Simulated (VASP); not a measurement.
# OsI (Pm-3m) in VASP: notebook, part 2 of 2

VASP 6.6.1.

**4. Single point, PBE+U**

INCAR reads:

```
SYSTEM = OsI
PREC = Accurate
ENCUT = 520
EDIFF = 1E-6
ISMEAR = 0
SIGMA = 0.1
LREAL = .False.
LASPH = .True.
NELM = 150
ALGO = Normal
ISIF = 2
LWAVE = .False.
LCHARG = .False.
LMAXMIX = 4
LDAU = .True.
LDAUTYPE = 2
LDAUL = 2 -1
LDAUU = 6.2 0
LDAUJ = 0 0
LDAUPRINT = 1
GGA = PE
NBANDS = 14
```

KPOINTS reads:

```
regular mesh
0
Gamma
  10 10 10
  0 0 0
```

POSCAR reads:

```
OsI
1.0
    3.8404660000      0.0000000000      0.0000000000
    0.0000000000      3.8404660000      0.0000000000
    0.0000000000      0.0000000000      3.8404660000
Os I
1 1
Direct
    0.5000000000      0.5000000000      0.5000000000
    0.0000000000      0.0000000000      0.0000000000
```

Potentials or basis: VASP PAW PBE potentials, release 64 (Os, I).

Launch:

```console
> cat potpaw_PBE.64/Os/POTCAR potpaw_PBE.64/I/POTCAR > POTCAR
> mpirun -np 1 vasp_std > vasp.out
```

OUTCAR:

```text
SYSTEM = OsI
   PREC = Accurate
   ENCUT = 520
   EDIFF = 1E-6
   ISMEAR = 0
   LREAL = .False.
   LASPH = .True.
   NELM = 150
   ISIF = 2
   GGA = PE

 ion  position               nearest neighbor table
   1  0.500  0.500  0.500-   2 3.33   2 3.33   2 3.33   2 3.33   2 3.33   2 3.33   2 3.33   2 3.33

   2  0.000  0.000  0.000-   1 3.33   1 3.33   1 3.33   1 3.33   1 3.33   1 3.33   1 3.33   1 3.33

  LATTYP: Found a simple cubic cell.
 ALAT       =     3.8404660000

  Lattice vectors:

 A1 = (   3.8404660000,   0.0000000000,   0.0000000000)
 A2 = (   0.0000000000,   3.8404660000,   0.0000000000)
 A3 = (   0.0000000000,   0.0000000000,   3.8404660000)

Analysis of symmetry for initial positions (statically):
=====================================================================
 Subroutine PRICEL returns:
 Original cell was already a primitive cell.

 Routine SETGRP: Setting up the symmetry group for a
 simple cubic supercell.

 Subroutine GETGRP returns: Found 48 space group operations
 (whereof 48 operations were pure point group operations)
 out of a pool of 48 trial point group operations.

The static configuration has the point symmetry O_h .

Analysis of symmetry for dynamics (positions and initial velocities):
=====================================================================
 Subroutine PRICEL returns:
 Original cell was already a primitive cell.

 Routine SETGRP: Setting up the symmetry group for a
 simple cubic supercell.

 Subroutine GETGRP returns: Found 48 space group operations
 (whereof 48 operations were pure point group operations)
 out of a pool of 48 trial point group operations.

The dynamic configuration has the point symmetry O_h .

[... 170 lines left out ...]
  o =  0.6483  v =  0.0000  0.0000  0.0000  0.0000  0.0000  0.0000 -0.0004  0.0000 -1.0000 -0.0000      0.0000  0.0000  0.0000  0.0000  0.0000  0.0000  0.0000  0.0000  0.0000  0.0000
  o =  0.6483  v =  1.0000  0.0000  0.0000  0.0000  0.0000  0.0000  0.0000  0.0000  0.0000  0.0000      0.0000  0.0000  0.0000  0.0000  0.0000  0.0000  0.0000  0.0000  0.0000  0.0000
  o =  0.6483  v =  0.0000  0.0000  0.0000  0.0000  0.0000  1.0000  0.0000  0.0000  0.0000  0.0000      0.0000  0.0000  0.0000  0.0000  0.0000  0.0000  0.0000  0.0000  0.0000  0.0000

 number of electron      14.9999998 magnetization

 Free energy of the ion-electron system (eV)
  ---------------------------------------------------
  ext. energy  EPLUGINS =         0.00000000
  ---------------------------------------------------
  free energy    TOTEN  =        -0.17567877 eV

  energy without entropy =       -0.14634237  energy(sigma->0) =       -0.16101057

 E-fermi :   4.9384     XC(G=0): -10.1468

 val. band max:        4.9347306066   @ k =   0.4000   0.3000   0.1000
 cond. band min:       4.9551566741   @ k =   0.5000   0.1000   0.1000
 fundamental gap:      0.0204260675
 Fermi energy:         4.9384312220

 k-point     1 :       0.0000    0.0000    0.0000
  band No.  band energies     occupation
      1      -9.2031      2.00000
      2       2.6351      2.00000
      3       2.6351      2.00000
      4       2.6351      2.00000
      5       3.1314      2.00000
      6       3.1314      2.00000
      7       3.8433      2.00000
      8       4.4486      2.00000
      9       4.4486      2.00000
     10       4.4486      2.00000
     11      11.6223      0.00000
     12      11.6223      0.00000
     13      15.4235      0.00000
     14      15.4235      0.00000
[... 377 lines left out ...]
      1      -8.7968      2.00000
      2      -0.2198      2.00000
      3       1.8793      2.00000
      4       2.0022      2.00000
      5       3.4867      2.00000
      6       4.2710      2.00000
      7       4.3519      2.00000
      8       4.8520      1.77831
      9       5.3371      0.00000
     10       7.0337      0.00000
     11      10.5164      0.00000
     12      11.4454      0.00000
     13      12.0259      0.00000
     14      13.0477      0.00000

 [... further k-points ...]

------------------------ aborting loop because EDIFF is reached ----------------------------------------

  FORCE on cell =-STRESS in cart. coord.  units (eV):
  Direction    XX          YY          ZZ          XY          YZ          ZX
  --------------------------------------------------------------------------------------
  -------------------------------------------------------------------------------------
  Total       -6.9414083     -6.9414083     -6.9414083      0.0000000      0.0000000     -0.0000000
  in kB     -196.3389204   -196.3389204   -196.3389204      0.0000000      0.0000000     -0.0000000
  external PRESSURE =    -196.3389204 kB  Pullay stress =       0.0000000 kB

 VOLUME and BASIS-vectors are now :
 -----------------------------------------------------------------------------
  energy-cutoff  :      520.00
  volume of cell :       56.64
      direct lattice vectors                 reciprocal lattice vectors
     3.840466000  0.000000000  0.000000000     0.260385068  0.000000000  0.000000000
     0.000000000  3.840466000  0.000000000     0.000000000  0.260385068  0.000000000
     0.000000000  0.000000000  3.840466000     0.000000000  0.000000000  0.260385068

 POSITION                                       TOTAL-FORCE (eV/Angst)
 -----------------------------------------------------------------------------------
      1.92023      1.92023      1.92023         0.000000      0.000000      0.000000
      0.00000      0.00000      0.00000         0.000000      0.000000      0.000000
 -----------------------------------------------------------------------------------
    total drift:                                0.000000      0.000000      0.000000

  FREE ENERGIE OF THE ION-ELECTRON SYSTEM (eV)
  ---------------------------------------------------
  free  energy   TOTEN  =        -0.1756787686 eV

  energy  without entropy=       -0.1463423658  energy(sigma->0) =       -0.16101057
```

It took 22 s on 1 thread of Intel Xeon Platinum 8559C (Emerald Rapids), shared host; peak memory 0.2 GiB.

Results:

```yaml
Free_energy: -0.1757 eV
Pressure: -19.6 GPa
Band_gap_on_the_k_mesh: zero (an odd number of electrons rules out a gap without spin polarisation)
```

Eigenvalues of the final occupation matrices:
```
    site  spin  trace               eigenvalues
site 1 d     1   3.22  0.64 0.64 0.65 0.65 0.65
site 1 d     2   3.22  0.64 0.64 0.65 0.65 0.65
```

Caveat: the cell stands under tension; spin-orbit coupling is left out, which moves the levels of the heavy elements; an odd number of electrons without spin polarisation forces a metal; a magnetic or distorted state may lie lower; U without spin polarisation on a metal has little footing.

**5. Overview**

| k mesh | gap on the mesh (eV) | pressure (GPa) |
| --- | --- | --- |
| 6 × 6 × 6 | none | -19.6 |
| 8 × 8 × 8 | none | -19.7 |
| 10 × 10 × 10 | none | -19.6 |

Alike in all rows: task single point; level PBE+U; potentials or basis VASP PAW PBE potentials, release 64 (Os, I); no spin polarisation; Os d U = 6.2 eV; cell as given; cutoff (eV) 520; smearing gaussian 0.1 eV.

Caveats: the cell stands under tension; spin-orbit coupling is left out, which moves the levels of the heavy elements; an odd number of electrons without spin polarisation forces a metal; a magnetic or distorted state may lie lower; U without spin polarisation on a metal has little footing.

Absolute energies hang on the potentials; compare differences alone.

The gap in the log of VASP goes by the Fermi energy; the results here count the filled bands.